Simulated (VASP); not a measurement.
# Ga (Cmcm) in VASP: notebook, part 2 of 3

VASP 6.6.1. The steps go on from the part before.

## (3) Single point, r2SCAN (15.97 Å³/atom)

This run uses another cell than the first one, of 15.97 Å³/atom.

Input file POSCAR:

```
Ga
1.0
    1.3117912277     -3.8494544307      0.0000000000
    1.3117912277      3.8494544307      0.0000000000
    0.0000000000      0.0000000000      3.1623729543
Ga
2
Direct
    0.8667378754      0.1332621246      0.2500000000
    0.1332621246      0.8667378754      0.7500000000
```

Input file INCAR.step1:

```
SYSTEM = Ga
ALGO = Normal ; EDIFF = 1E-4
ENCUT = 520 ; GGA = PE
ISMEAR = 0 ; LASPH = .TRUE.
LCHARG = .FALSE. ; LREAL = .FALSE.
LWAVE = .TRUE. ; NBANDS = 20
NELM = 100 ; PREC = Accurate
SIGMA = 0.1
```

Input file INCAR.step2:

```
SYSTEM = Ga
ALGO = Normal ; EDIFF = 1E-7
ENCUT = 520 ; ISIF = 2
ISMEAR = 0 ; ISTART = 1
LASPH = .TRUE. ; LCHARG = .FALSE.
LMIXTAU = .TRUE. ; LREAL = .FALSE.
LWAVE = .FALSE. ; METAGGA = R2SCAN
NBANDS = 20 ; NELM = 100
PREC = Accurate ; SIGMA = 0.1
```

Input file KPOINTS:

```
k-points
0
G
  16 16 14
  0 0 0
```

Potentials or basis: VASP PAW PBE potentials, release 64 (Ga_d).

On the command line:

```
> cat potpaw_PBE.64/Ga_d/POTCAR > POTCAR
> cp INCAR.step1 INCAR
> mpirun -np 1 vasp_std > vasp.out
> cp INCAR.step2 INCAR
> mpirun -np 1 vasp_std > vasp.out
```

OUTCAR:

```text
SYSTEM = Ga
   EDIFF = 1E-7
   ENCUT = 520
   ISIF = 2
   ISMEAR = 0
   ISTART = 1
   LASPH = .TRUE.
   LREAL = .FALSE.
   METAGGA = R2SCAN
   NELM = 100
   PREC = Accurate

 ion  position               nearest neighbor table
   1  0.867  0.133  0.250-   2 2.59   2 2.59   2 2.73   2 2.73   2 2.73   2 2.73
   2  0.133  0.867  0.750-   1 2.59   1 2.59   1 2.73   1 2.73   1 2.73   1 2.73

  LATTYP: Found a base centered orthorhombic cell.
 ALAT       =     2.6235824554
 B/A-ratio  =     2.9345023426
 C/A-ratio  =     1.2053644237

  Lattice vectors:

 A1 = (   1.3117912277,  -3.8494544307,   0.0000000000)
 A2 = (   1.3117912277,   3.8494544307,   0.0000000000)
 A3 = (   0.0000000000,   0.0000000000,   3.1623729543)

Analysis of symmetry for initial positions (statically):
=====================================================================
 Subroutine PRICEL returns:
 Original cell was already a primitive cell.

 Routine SETGRP: Setting up the symmetry group for a
 base centered orthorhombic supercell.

 Subroutine GETGRP returns: Found  8 space group operations
 (whereof  4 operations were pure point group operations)
 out of a pool of  8 trial point group operations.

The static configuration has the point symmetry C_2h.
 The point group associated with its full space group is D_2h.

Analysis of symmetry for dynamics (positions and initial velocities):
=====================================================================
 Subroutine PRICEL returns:
 Original cell was already a primitive cell.

 Routine SETGRP: Setting up the symmetry group for a
 base centered orthorhombic supercell.

 Subroutine GETGRP returns: Found  8 space group operations
 (whereof  4 operations were pure point group operations)
 out of a pool of  8 trial point group operations.

The dynamic configuration has the point symmetry C_2h.
 The point group associated with its full space group is D_2h.

 Subroutine INISYM returns: Found  8 space group operations
 (whereof  4 operations are pure point group operations),
 and found     1 'primitive' translations

----------------------------------------------------------------------------------------

                                     Primitive cell

  volume of cell :      31.9379

  direct lattice vectors                    reciprocal lattice vectors
     1.311791228 -3.849454431  0.000000000     0.381158213 -0.129888536  0.000000000
     1.311791228  3.849454431  0.000000000     0.381158213  0.129888536  0.000000000
     0.000000000  0.000000000  3.162372954     0.000000000  0.000000000  0.316218237

  length of vectors
     4.066828696  4.066828696  3.162372954     0.402681779  0.402681779  0.316218237

  position of ions in fractional coordinates (direct lattice)
     0.866737875  0.133262125  0.250000000
     0.133262125  0.866737875  0.750000000

  ion indices of the primitive-cell ions
   primitive index   ion index
                 1           1
                 2           2

----------------------------------------------------------------------------------------

 KPOINTS: k-points

Automatic generation of k-mesh.
 Grid dimensions read from file:
 generate k-points for:   16   16   14

 Generating k-lattice:

  Cartesian coordinates                     Fractional coordinates (reciprocal lattice)
     0.023822388 -0.008118033  0.000000000     0.062500000 -0.000000000  0.000000000
     0.023822388  0.008118033  0.000000000    -0.000000000  0.062500000  0.000000000
     0.000000000  0.000000000  0.022587017     0.000000000  0.000000000  0.071428571

  Length of vectors
     0.025167611  0.025167611  0.022587017

  Shift w.r.t. Gamma in fractional coordinates (k-lattice)
     0.000000000  0.000000000  0.000000000

 Subroutine IBZKPT returns following result:
 ===========================================

 Found    584 irreducible k-points:

 Following reciprocal coordinates:
            Coordinates               Weight
  0.000000  0.000000  0.000000      1.000000
  0.062500 -0.000000  0.000000      4.000000
  0.125000 -0.000000  0.000000      4.000000
  0.187500 -0.000000  0.000000      4.000000
  0.250000 -0.000000  0.000000      4.000000
  0.312500 -0.000000  0.000000      4.000000
[... 16 lines left out ...]
 -0.125000  0.062500  0.000000      4.000000
 -0.062500  0.062500  0.000000      2.000000
 [... further k-points ...]
   k-points           NKPTS =    584   k-points in BZ     NKDIM =    584   number of bands    NBANDS=     20
   number of dos      NEDOS =    301   number of ions     NIONS =      2
   total plane-waves  NPLWV =  21600
   dimension x,y,z NGX =    30 NGY =   30 NGZ =   24
   dimension x,y,z NGXF=    60 NGYF=   60 NGZF=   48
   ions per type =               2
   NGX,Y,Z   is equivalent  to a cutoff of  12.26, 12.26, 12.62 a.u.
   NGXF,Y,Z  is equivalent  to a cutoff of  24.53, 24.53, 25.23 a.u.
 SYSTEM =  Ga
   PREC   = accura    normal or accurate (medium, high low for compatibility)
   ISTART =      1    job   : 0-new  1-cont  2-samecut
   ICHARG =      0    charge: 1-file 2-atom 10-const
   ISPIN  =      1    spin polarized calculation?
   LNONCOLLINEAR =      F non collinear calculations
   LSORBIT =      F    spin-orbit coupling
   LASPH  =      T    aspherical Exc in radial PAW
   ENCUT  =  520.0 eV  38.22 Ry    6.18 a.u.   7.56  7.56  5.88*2*pi/ulx,y,z
   NELM   =    100;   NELMIN=  2; NELMDL=  0     # of ELM steps
   EDIFF  = 0.1E-06   stopping-criterion for ELM
   LREAL  =      F    real-space projection
   EDIFFG = 0.1E-05   stopping-criterion for IOM
   NSW    =      0    number of steps for IOM
   IBRION =     -1    ionic relax: 0-MD 1-quasi-New 2-CG
   NFREE  =      0    steps in history (QN), initial steepest desc. (CG)
   ISIF   =      2    stress and relaxation
   ISYM   =      2    0-nonsym 1-usesym 2-fastsym
   POTIM  = 0.5000    time-step for ionic-motion
   TEBEG  =    0.0;   TEEND  =   0.0 temperature during run
   PSTRESS=    0.0 pullay stress
   NELECT =      26.0000    total number of electrons
   NUPDOWN=      -1.0000    fix difference up-down
   EMIN   =  10.00;   EMAX   =-10.00  energy-range for DOS
   EFERMI =   0.00;   METHOD = LEGACY
   ISMEAR =     0;   SIGMA  =   0.10  broadening in eV -4-tet -1-fermi 0-gaus
   EFERMI_NEDOS =   21; number of points for ismear=-14 and -15
   IALGO  =     38    algorithm
   IMIX   =      4    mixing-type and parameters
     AMIX     =   0.40;   BMIX     =  1.00
     AMIX_MAG =   1.60;   BMIX_MAG =  1.00
  volume/ion in A,a.u.               =      15.97       107.76
  Fermi-wavevector in a.u.,A,eV,Ry     =   1.528611  2.888656 31.792071  2.336651
  Thomas-Fermi vector in A             =   2.636346
   LORBIT       =      0    0 simple, 1 ext, 2 COOP (PROOUT), +10 PAW based schemes
   METAGGA = R2SCAN    functional components
   LHFCALC =     F    Hartree Fock is set to
   AEXX    =    0.0000 exact exchange contribution
   IVDW    =     0    specifies the selected vdW correction
   LEPSILON=     F    determine dielectric tensor
   LRPA    =     F    only Hartree local field effects (RPA)
 non-spin polarized calculation
 Gauss-broadening in eV      SIGMA  =   0.10
  energy-cutoff  :      520.00
  volume of cell :       31.94
 maximum number of plane-waves:       880
   NGX = 15   NGY = 15   NGZ = 11

 number of electron      25.9999997 magnetization

 Free energy of the ion-electron system (eV)
  ---------------------------------------------------
  ext. energy  EPLUGINS =         0.00000000
  ---------------------------------------------------
  free energy    TOTEN  =       -22.59881364 eV

  energy without entropy =      -22.59562611  energy(sigma->0) =      -22.59721987

 E-fermi :   7.2017     XC(G=0): -13.0378

 val. band max:        7.1921247643   @ k =   0.2500   0.0625   0.0714
 cond. band min:       7.2152257444   @ k =   0.1250   0.0625   0.3571
 fundamental gap:      0.0231009801
 Fermi energy:         7.2016604380

 k-point     1 :       0.0000    0.0000    0.0000
  band No.  band energies     occupation
      1      -8.9260      2.00000
      2      -8.8963      2.00000
      3      -8.8487      2.00000
      4      -8.8388      2.00000
      5      -8.4138      2.00000
      6      -8.4081      2.00000
[... 12 lines left out ...]
     19      19.7659      0.00000
[... 513 lines left out ...]
      4      -8.8163      2.00000
      5      -8.4248      2.00000
      6      -8.4122      2.00000
[... 12 lines left out ...]
     19      19.9527      0.00000
     20      21.5032      0.00000

 [... further k-points ...]

------------------------ aborting loop because EDIFF is reached ----------------------------------------

  FORCE on cell =-STRESS in cart. coord.  units (eV):
  Direction    XX          YY          ZZ          XY          YZ          ZX
  --------------------------------------------------------------------------------------
  -------------------------------------------------------------------------------------
  Total        2.1781525      2.1891520      2.1852130      0.0000000     -0.0000000      0.0000000
  in kB      109.2677193    109.8195112    109.6219107      0.0000000     -0.0000000      0.0000000
  external PRESSURE =     109.5697137 kB  Pullay stress =       0.0000000 kB

 VOLUME and BASIS-vectors are now :
 -----------------------------------------------------------------------------
  energy-cutoff  :      520.00
  volume of cell :       31.94
      direct lattice vectors                 reciprocal lattice vectors
     1.311791228 -3.849454431  0.000000000     0.381158213 -0.129888536  0.000000000
     1.311791228  3.849454431  0.000000000     0.381158213  0.129888536  0.000000000
     0.000000000  0.000000000  3.162372954     0.000000000  0.000000000  0.316218237

 POSITION                                       TOTAL-FORCE (eV/Angst)
 -----------------------------------------------------------------------------------
      1.31179     -2.82348      0.79059         0.000000     -0.009162      0.000000
      1.31179      2.82348      2.37178         0.000000      0.009162     -0.000000
 -----------------------------------------------------------------------------------
    total drift:                                0.000000      0.000000     -0.000000

  FREE ENERGIE OF THE ION-ELECTRON SYSTEM (eV)
  ---------------------------------------------------
  free  energy   TOTEN  =       -22.5988136415 eV

  energy  without entropy=      -22.5956261056  energy(sigma->0) =      -22.59721987
```

It took 29 min on 1 thread of Intel Xeon Platinum 8175M at 2.50GHz (Skylake/Cascade Lake), shared host; peak memory 0.4 GiB.

Results:

```yaml
Free_energy: -22.5988 eV
Pressure: 11.0 GPa
Largest_force: 0.009 eV/Å
Band_gap_on_the_k_mesh: zero (bands 13 and 14 overlap by 10.18 eV)
```

Forces in eV/Å, atoms in the order of the input:
```
Ga   0.000 -0.009  0.000
Ga   0.000  0.009  0.000
```

Levels at points of the mesh, in eV from the Fermi level:
```
           k point  band 9  band 10  band 11  band 12  band 13  band 14  band 15  band 16  band 17  band 18
(0.00, 0.00, 0.00)  -15.54   -15.36   -13.21    -2.96    -1.33     1.65     6.01    11.27    11.98    12.35
(0.50, 0.00, 0.00)  -15.45   -15.38    -6.78    -6.18    -2.02     0.36     7.12     7.63     9.91    11.09
(0.50, 0.50, 0.00)  -15.48   -15.43   -10.86    -9.96     4.29     5.35     6.96     7.21     8.78    12.10
(0.00, 0.00, 0.50)  -15.44   -15.44    -9.09    -9.09     1.54     1.54     2.93     2.93    14.04    14.04
(0.50, 0.00, 0.50)  -15.38   -15.38    -3.24    -3.24    -1.81    -1.81     2.13     2.13     5.11     5.11
(0.50, 0.50, 0.50)  -15.55   -15.55    -6.79    -6.79    -5.49    -5.49    12.99    12.99    13.77    13.77
```

Caveat: the cell stands under pressure; the PAW data sets were made with another functional, which shifts forces and pressure a little.

(Continued in part 3 of 3.)

The gap in the log of VASP goes by the Fermi energy; the results here count the filled bands.